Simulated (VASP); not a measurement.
A run of VASP 6.6.1 is set up as follows.

Contents of INCAR:

```
SYSTEM = MnAs
PREC = Accurate
ENCUT = 520
EDIFF = 1E-7
ISMEAR = 1
SIGMA = 0.3
LREAL = .FALSE.
LASPH = .TRUE.
NELM = 150
ALGO = Normal
ISIF = 2
LWAVE = .FALSE.
LCHARG = .FALSE.
ISPIN = 2
MAGMOM = 2.8 2.8 0 0
LORBIT = 11
LMAXMIX = 4
GGA = PS
NBANDS = 30
```

Contents of KPOINTS:

```
Automatic mesh
0
G
  7 7 4
  0 0 0
```

File POSCAR:

```
MnAs
1.0
    3.7100000000      0.0000000000      0.0000000000
   -1.8550000000      3.2129540000      0.0000000000
    0.0000000000      0.0000000000      5.6910000000
Mn As
2 2
Direct
    0.0000000000      0.0000000000      0.0000000000
    0.0000000000      0.0000000000      0.5000000000
    0.3333333333      0.6666666667      0.2500000000
    0.6666666667      0.3333333333      0.7500000000
```

Potentials or basis: VASP PAW PBE potentials, release 64 (Mn_pv, As).

The run is started by

```bash
$ cat potpaw_PBE.64/Mn_pv/POTCAR potpaw_PBE.64/As/POTCAR > POTCAR
$ mpirun -np 1 vasp_std > vasp.out
```

(1) What does it give for the site moments?

(2) What does it give for the net moment?

Results:

(1) Mn +3.17; As -0.12 μB.

(2) 6.22 μB per cell.
